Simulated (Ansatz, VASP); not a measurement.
**SnSe: VASP beside Ansatz**

```
Sn Se
1.0
     0.00000    3.01000    3.01000
     3.01000    0.00000    3.01000
     3.01000    3.01000    0.00000
Sn Se
1 1
Direct
  0.00000 0.00000 0.00000
  0.50000 0.50000 0.50000
```

Alike in both runs: task relaxation of cell and atoms; functional BLYP; dispersion D3(BJ); k mesh 8 × 8 × 8; occupations fermi-dirac, width 0.05 eV; no spin polarisation.

|  | VASP | Ansatz |
| --- | --- | --- |
| version | VASP 6.6.1 | Ansatz 0.2.0 |
| potentials or method | VASP PAW PBE potentials, release 64 (Sn_d, Se), cutoff 600 eV | all-electron LAPW, scalar-relativistic |

```csv
,VASP,Ansatz,Ansatz less VASP
relaxed volume (Å³/atom),27.27,27.20,-0.075
relaxed cell length with the largest relative difference (Å),4.257,4.253,-0.0039
```

VASP's potentials were made for PBE, not for BLYP. Ansatz ran all-electron here, and VASP with PAW potentials.

Noted on VASP's run: the relaxation stopped at its first step, so nothing moved.
